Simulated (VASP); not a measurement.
## C: single point with LDA

C:

```
C
1.0
     2.41523    0.00000    0.00000
    -1.20762    2.09165    0.00000
     0.00000    0.00000    4.02291
C
4
Direct
  0.33333 0.66667 0.06283
  0.66667 0.33333 0.56283
  0.33333 0.66667 0.43717
  0.66667 0.33333 0.93717
```

This cell differs from its parent crystal: volume scaled by 0.92.

```yaml
Program: VASP 6.6.1
Task: single point
Functional: LDA
Potentials_or_basis: VASP PAW LDA potentials, release 64 (C)
Cutoff: 520 eV
k_mesh: 13 × 13 × 7
Occupations: fermi-dirac, width 0.05 eV
Spin: no spin polarisation
Dipole_correction: no
Further_INCAR_settings: ALGO = Normal; EDIFF = 1e-06; NBANDS = 16
```

The pressure is 47.5 GPa, the largest force is 0.116 eV/Å and the band gap on the k mesh is 2.85 eV, indirect (least direct gap 5.11 eV).

Forces in eV/Å, atoms in the order of the input:
```
C    0.000  0.000  0.116
C    0.000  0.000  0.116
C    0.000  0.000 -0.116
C    0.000  0.000 -0.116
```

Stress tensor (GPa, compression positive):
```
47.17  0.00  0.00
 0.00 47.17  0.00
 0.00  0.00 48.07
```

Levels at points of the mesh, in eV from the valence-band top:
| k point | band 4 | band 5 | band 6 | band 7 | band 8 | band 9 | band 10 | band 11 | band 12 | band 13 |
| --- | --- | --- | --- | --- | --- | --- | --- | --- | --- | --- |
| (0.00, 0.00, 0.00) | -3.42 | -3.42 | -0.59 | 0.00 | 0.00 | 5.11 | 5.11 | 5.56 | 9.71 | 10.15 |

It took 14 s on 1 thread of AMD EPYC 7R43 64-Core Processor (Zen 3) (shared host), peak memory 0.09 GiB.

 A k mesh can miss the band edges.
